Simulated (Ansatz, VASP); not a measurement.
**One calculation of BN, two programs**

```
B N
1.0
     2.50236    0.00000    0.00000
    -1.25118    2.16710    0.00000
     0.00000    0.00000    4.13829
B N
2 2
Cartesian
  1.2512 0.7224 0.0008
  0.0000 1.4447 2.0699
  1.2512 0.7224 1.5511
  0.0000 1.4447 3.6202
```

Alike in both runs: task single point; functional PBE; k mesh 9 × 9 × 6; no spin polarisation.

```csv
,VASP,Ansatz
version,VASP 6.6.1,Ansatz 0.2.0
potentials or method,"VASP PAW PBE potentials, release 64 (B, N)","plane waves, PAW"
plane-wave cutoff (eV),520,420
occupations,"gaussian, width 0.01 eV",fixed
valence electrons in the cell,16,16
```

VASP gave:

| Property | Result |
| --- | --- |
| gap on the k mesh at the Fermi level (eV) | 5.11 |
| pressure (GPa) | 26.2 |
| traceless stress, the component that is largest in VASP (GPa) | 0.19 |
| rms of the force components (eV/Å) | 0.030 |

**Question.** What did Ansatz give for the same quantities?

**Answer.** gap on the k mesh at the Fermi level (eV): 5.13; pressure (GPa): 25.8; traceless stress, the component that is largest in VASP (GPa): 0.21; rms of the force components (eV/Å): 0.029.

Atom by atom the forces differ by 0.001 eV/Å (rms over components).
